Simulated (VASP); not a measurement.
A run of VASP 6.6.1:

INCAR

```
SYSTEM = SiC
  PREC = Accurate
  ENCUT = 520
  EDIFF = 1E-6
  ISMEAR = 0
  SIGMA = 0.01
  LREAL = .FALSE.
  LASPH = .TRUE.
  NELM = 80
  ALGO = Normal
  ISIF = 2
  LWAVE = .FALSE.
  LCHARG = .TRUE.
  LELF = .TRUE.
  LVHAR = .TRUE.
  NBANDS = 16
```

The input KPOINTS:

```
Automatic mesh
0
G
  8 8 4
  0 0 0
```

File POSCAR:

```
SiC
1.0
    3.1174890973      0.0000000000      0.0000000000
   -1.5587445487      2.6998247543      0.0000000000
    0.0000000000      0.0000000000      4.9954595954
Si C
2 2
Direct
    0.3333333333      0.6666666667      0.0033298325
    0.6666666667      0.3333333333      0.5033298325
    0.3333333333      0.6666666667      0.3816701675
    0.6666666667      0.3333333333      0.8816701675
```

Potentials or basis: VASP PAW LDA potentials, release 64 (Si, C).

The run is started by

```console
$ cat potpaw_LDA.64/Si/POTCAR potpaw_LDA.64/C/POTCAR > POTCAR
$ mpirun -np 1 vasp_std > vasp.out
```

Hardware: 1 thread of Intel(R) Xeon(R) Platinum 8259CL CPU @ 2.50GHz (Skylake/Cascade Lake) (shared host).

Task: How long does it take, and how much memory?

Result: It took 17 s on 1 thread of Intel(R) Xeon(R) Platinum 8259CL CPU @ 2.50GHz (Skylake/Cascade Lake), with other jobs on the host, peak memory 0.14 GiB. Counts: scf iterations 12, k points 30.
